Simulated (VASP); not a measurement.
A run of VASP 6.6.1:

File INCAR:

```
  AGGAC = 1.0
  AGGAX = 1.0
  ALDAC = 0.0
  ALDAX = 1.0
  ALGO = Normal
  EDIFF = 1E-6
  ENCUT = 520
  GGA = B5
  ISIF = 2
  ISMEAR = -1
  IVDW = 13
  LASPH = True
  LCHARG = False
  LREAL = False
  LWAVE = False
  NBANDS = 16
  NELM = 80
  PREC = Accurate
  SIGMA = 0.05
  VDW_A1 = 0.44488865
  VDW_A2 = 4.0933009
  VDW_S6 = 1.0
  VDW_S8 = 2.34076671
```

Contents of KPOINTS:

```
k-points
0
Gamma
  12 12 4
```

The input POSCAR:

```
BN
1.0
    2.4982400000      0.0000000000      0.0000000000
   -1.2491200000      2.1635393048      0.0000000000
    0.0000000000      0.0000000000      6.6357000000
N B
2 2
Direct
    0.6666666667      0.3333333333      0.2500000000
    0.3333333333      0.6666666667      0.7500000000
    0.6666666667      0.3333333333      0.7500000000
    0.3333333333      0.6666666667      0.2500000000
```

Potentials or basis: VASP PAW PBE potentials, release 64 (N, B).

Command:

```sh
$ cat potpaw_PBE.64/N/POTCAR potpaw_PBE.64/B/POTCAR > POTCAR
$ mpirun -np 1 vasp_std > vasp.out
```

Hardware: 1 thread of Intel Xeon 8259CL, with other jobs on the host.

Q: Estimate the wall time of this run.

A: Run time: 62 s on 1 thread of Intel Xeon 8259CL (shared host), peak memory 0.16 GiB. Counts: scf iterations 13, k points 57.
